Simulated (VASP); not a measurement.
Input of a VASP 6.6.1 run:

File INCAR:

```
ALGO = Normal
EDIFF = 1E-7
EDIFFG = -0.008
ENCUT = 600
GGA = PE
IBRION = 2
ISIF = 3
ISMEAR = 0
LASPH = T
LCHARG = F
LREAL = F
LWAVE = F
NELM = 60
NSW = 70
PREC = Accurate
PSTRESS = 900.0
SIGMA = 0.1
```

The input KPOINTS:

```
k-points
0
Gamma
  20 20 20
```

File POSCAR:

```
Ti
1.0
   -1.4365458761      1.4365458761      1.4365458761
    1.4365458761     -1.4365458761      1.4365458761
    1.4365458761      1.4365458761     -1.4365458761
Ti
1
Direct
    0.0000000000      0.0000000000      0.0000000000
```

Potentials or basis: VASP PAW PBE potentials, release 64 (Ti_sv).

Launch:

```bash
$ cat potpaw_PBE.64/Ti_sv/POTCAR > POTCAR
$ mpirun -np 1 vasp_std > vasp.out
```

Predict the relaxed volume.

11.09 Å³/atom.

What does it give for the space group after relaxing (to 0.05 Å)?

Im-3m (No. 229).

Predict the relaxed cell.

a = 2.433 Å, b = 2.433 Å, c = 2.433 Å, α = 109.47°, β = 109.47°, γ = 109.47°.

What does it give for the band gap on the k mesh?

Zero (band 6 reaches 14.90 eV, above the bottom of band 7 at 12.72 eV).

Final structure:
```
Ti
1.0
    -1.40481    1.40481    1.40481
     1.40481   -1.40481    1.40481
     1.40481    1.40481   -1.40481
Ti
1
Direct
  0.00000 0.00000 0.00000
```

Caveat: the cell is relaxed towards a set pressure, so the enthalpy falls and the energy may rise.
